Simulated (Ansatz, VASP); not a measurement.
# CsPbBr3 in VASP and in Ansatz

```xyz
5
Lattice="5.8700 0.0000 0.0000 0.0000 5.8700 0.0000 0.0000 0.0000 5.8700" Properties=species:S:1:pos:R:3 pbc="T T T"
Cs    0.0000    0.0000    0.0000
Pb    2.9350    2.9350    2.9350
Br    0.0000    2.9350    2.9350
Br    2.9350    0.0000    2.9350
Br    2.9350    2.9350    0.0000
```

Alike in both runs: task single point; functional LDA; k mesh 6 × 6 × 6; occupations gaussian, width 0.05 eV; no spin polarisation.

```csv
,VASP,Ansatz
version,VASP 6.6.1,Ansatz 0.2.0
potentials or method,"VASP PAW LDA potentials, release 64 (Cs_sv, Pb_d, Br), cutoff 520 eV","scalar-relativistic, plane waves, PAW"
valence electrons in the cell,44,44
```

```tsv
	VASP	Ansatz	Ansatz less VASP
gap on the k mesh at the Fermi level (eV)	1.36	1.39	+0.028
least direct gap on the mesh (eV)	1.36	1.39	+0.028
pressure (GPa)	-1.1	-1.2	-0.04
```

LDA's correlation is that of Perdew and Zunger in VASP and of Perdew and Wang (1992) in Ansatz.

Spin-orbit coupling is off throughout.
